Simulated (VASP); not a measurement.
Input of a VASP 6.6.1 run:

The input INCAR:

```
PREC     = Accurate       # precision mode
ENCUT    = 520            # plane-wave cutoff, eV
EDIFF    = 1E-8           # SCF threshold, eV
ISMEAR   = 0              # smearing method
SIGMA    = 0.01           # smearing width, eV
LREAL    = False          # projectors in reciprocal space
LASPH    = True           # aspherical terms in the spheres
NELM     = 100            # most SCF steps
ALGO     = Normal         # electronic algorithm
ISIF     = 2              # what is computed and relaxed
LWAVE    = False          # write WAVECAR
LCHARG   = False          # write CHGCAR
METAGGA  = R2SCAN         # meta-GGA
LMIXTAU  = True         
NBANDS   = 15             # bands
IBRION   = 6              # ionic algorithm
NFREE    = 2            
POTIM    = 0.015          # step
NSW      = 1              # ionic steps
```

Contents of KPOINTS:

```
regular mesh
0
Gamma
  6 6 6
```

POSCAR

```
BaTe
1.0
    3.4654612075      3.4654612075      0.0000000000
   -3.4654612075      3.4654612075      0.0000000000
    0.0000000000      3.4654612075      3.4654612075
Ba Te
1 1
Direct
    0.0000000000      0.0000000000      0.0000000000
    0.5000000000      0.5000000000      0.0000000000
```

Potentials or basis: VASP PAW PBE potentials, release 64 (Ba_sv, Te).

Launch:

```bash
$ cat potpaw_PBE.64/Ba_sv/POTCAR potpaw_PBE.64/Te/POTCAR > POTCAR
$ mpirun -np 1 vasp_std > vasp.out
```

Task: Predict the highest phonon frequency at Γ, LO-TO splitting left out.

Result: 107 cm⁻¹.

Phonon frequencies in cm⁻¹ (negative: imaginary):
| q point | frequencies |
| --- | --- |
| (0.000, 0.000, 0.000) | 0 0 0 107 107 107 |

Caveat: the cell stands under pressure or tension, which shifts response properties.
